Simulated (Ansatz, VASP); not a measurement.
# Ti: VASP beside Ansatz

File INCAR:

```
SYSTEM = Ti
PREC     = Accurate       ! precision mode
ENCUT    = 400            ! plane-wave cutoff, eV
EDIFF    = 1E-6           ! SCF threshold, eV
ISMEAR   = 0              ! smearing method
SIGMA    = 0.1            ! smearing width, eV
LREAL    = .False.        ! projectors in reciprocal space
LASPH    = .True.         ! aspherical terms in the spheres
NELM     = 120            ! most SCF steps
ALGO     = Normal         ! electronic algorithm
ISIF     = 2              ! what is computed and relaxed
LWAVE    = .False.        ! write WAVECAR
LCHARG   = .False.        ! write CHGCAR
LDIPOL   = .True.       
IDIPOL   = 3            
DIPOL    = 0.5 0.5 0.500
GGA      = PS             ! functional
NBANDS   = 71             ! bands
GGA_COMPAT= .False.      
NELMDL   = -8
```

Contents of KPOINTS:

```
regular mesh
0
Gamma
  12 8 1
  0 0 0
```

The input POSCAR:

```
Ti
1.0
    2.7987936497      0.0000000000      0.0000000000
    0.0000000000      4.5152900626      0.0000000000
    0.0000000000      0.0000000000     26.7310676991
Ti
10
Direct
    0.5000000000      0.0000000000      0.2805724068
    0.0000000000      0.5000000000      0.3293340942
    0.5000000000      0.0000000000      0.3780957815
    0.5000000000      0.5000000000      0.4268574689
    0.0000000000      0.0000000000      0.4756191563
    0.5000000000      0.5000000000      0.5243808437
    0.5000000000      0.0000000000      0.5731425311
    0.0000000000      0.5000000000      0.6219042185
    0.5000000000      0.0000000000      0.6706659058
    0.5000000000      0.5000000000      0.7194275932
```

Input for Ansatz:

```yaml
crystal:
  lattice:
    - [2.7987936497, 0.0, 0.0]
    - [0.0, 4.5152900626, 0.0]
    - [0.0, 0.0, 26.7310676991]
  atoms:
    - { symbol: Ti, position: [0.5, 0.0, 0.2805724068] }
    - { symbol: Ti, position: [0.0, 0.5, 0.3293340942] }
    - { symbol: Ti, position: [0.5, 0.0, 0.3780957815] }
    - { symbol: Ti, position: [0.5, 0.5, 0.4268574689] }
    - { symbol: Ti, position: [0.0, 0.0, 0.4756191563] }
    - { symbol: Ti, position: [0.5, 0.5, 0.5243808437] }
    - { symbol: Ti, position: [0.5, 0.0, 0.5731425311] }
    - { symbol: Ti, position: [0.0, 0.5, 0.6219042185] }
    - { symbol: Ti, position: [0.5, 0.0, 0.6706659058] }
    - { symbol: Ti, position: [0.5, 0.5, 0.7194275932] }
basis:
  ecutwfc: 420
kpoints:
  mp_grid: { grid: [12, 8, 1] }
hamiltonian:
  xc: pbesol
scf:
  occupations: { method: gaussian, width: 0.1 }
output:
  forces: true
  stress: true
  eigenvalues: true
  write_density: true
  write_potential: true
  elf: true
  volumetric_format: npy
efield:
  axis: 3
  dipole_correction: true
  ramp_width: 0.04
```

Alike in both runs: task single point; functional PBEsol; k mesh 12 × 8 × 1; occupations gaussian, width 0.1 eV; no spin polarisation.

```csv
,VASP,Ansatz
version,VASP 6.6.1,Ansatz 0.2.0
potentials or method,"VASP PAW PBE potentials, release 64 (Ti_sv), cutoff 400 eV","scalar-relativistic, plane waves, PAW"
valence electrons in the cell,120,120
```

VASP gave:

| Item | Value |
| --- | --- |
| gap on the k mesh at the Fermi level (eV) | none |
| rms of the force components (eV/Å) | 0.233 |

**Question.** Which values does Ansatz return?

**Answer.** gap on the k mesh at the Fermi level (eV): none; rms of the force components (eV/Å): 0.234.

VASP's potentials were made for PBE, not for PBEsol. Atom by atom the forces differ by 0.002 eV/Å (rms over components). A gap of «none» marks a metal or a gap that the smearing closes. Ansatz's warnings: xc potential rough in thin density.
